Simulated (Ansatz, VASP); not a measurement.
One calculation of KMgF3, two programs

The input INCAR:

```
SYSTEM = KMgF3
PREC = Accurate ; ENCUT = 520
EDIFF = 1E-6 ; ISMEAR = 0
SIGMA = 0.05 ; LREAL = .FALSE.
LASPH = .TRUE. ; NELM = 80
ALGO = Normal ; ISIF = 2
LWAVE = .FALSE. ; LCHARG = .FALSE.
GGA = PE ; NBANDS = 24
```

The input KPOINTS:

```
Automatic mesh
0
G
  6 6 6
  0 0 0
```

The input POSCAR:

```
KMgF3
1.0
    4.0982375003      0.0000000000      0.0000000000
    0.0000000000      4.0982375003      0.0000000000
    0.0000000000      0.0000000000      3.7703785003
K Mg F
1 1 3
Direct
    0.5000000000      0.5000000000      0.5000000000
    0.0000000000      0.0000000000      0.0000000000
    0.5000000000      0.0000000000      0.0000000000
    0.0000000000      0.5000000000      0.0000000000
    0.0000000000      0.0000000000      0.5000000000
```

Input for Ansatz:

```yaml
crystal:
  lattice:
    - [4.0982375003, 0.0, 0.0]
    - [0.0, 4.0982375003, 0.0]
    - [0.0, 0.0, 3.7703785003]
  atoms:
    - { symbol: K, position: [0.5, 0.5, 0.5] }
    - { symbol: Mg, position: [0.0, 0.0, 0.0] }
    - { symbol: F, position: [0.5, 0.0, 0.0] }
    - { symbol: F, position: [0.0, 0.5, 0.0] }
    - { symbol: F, position: [0.0, 0.0, 0.5] }
basis:
  ecutwfc: 420
kpoints:
  mp_grid: { grid: [6, 6, 6] }
hamiltonian:
  xc: pbe
scf:
  occupations: { method: gaussian, width: 0.05 }
output:
  forces: true
  stress: true
  eigenvalues: true
```

Alike in both runs: task single point; functional PBE; k mesh 6 × 6 × 6; occupations gaussian, width 0.05 eV; no spin polarisation.

|  | VASP | Ansatz |
| --- | --- | --- |
| version | VASP 6.6.1 | Ansatz 0.2.0 |
| potentials or method | VASP PAW PBE potentials, release 64 (K_sv, Mg, F), cutoff 520 eV | scalar-relativistic, plane waves, PAW |
| valence electrons in the cell | 32 | 40 |

```tsv
	VASP	Ansatz	Ansatz less VASP
gap on the k mesh at the Fermi level (eV)	7.27	7.30	+0.029
least direct gap on the mesh (eV)	7.59	7.61	+0.027
pressure (GPa)	4.2	4.6	+0.40
traceless stress, the component that is largest in VASP (GPa)	6.63	6.60	-0.027
```

VASP's potentials hold 32 valence electrons a cell and Ansatz's 40, so a difference there can come from the potentials and not from the codes.
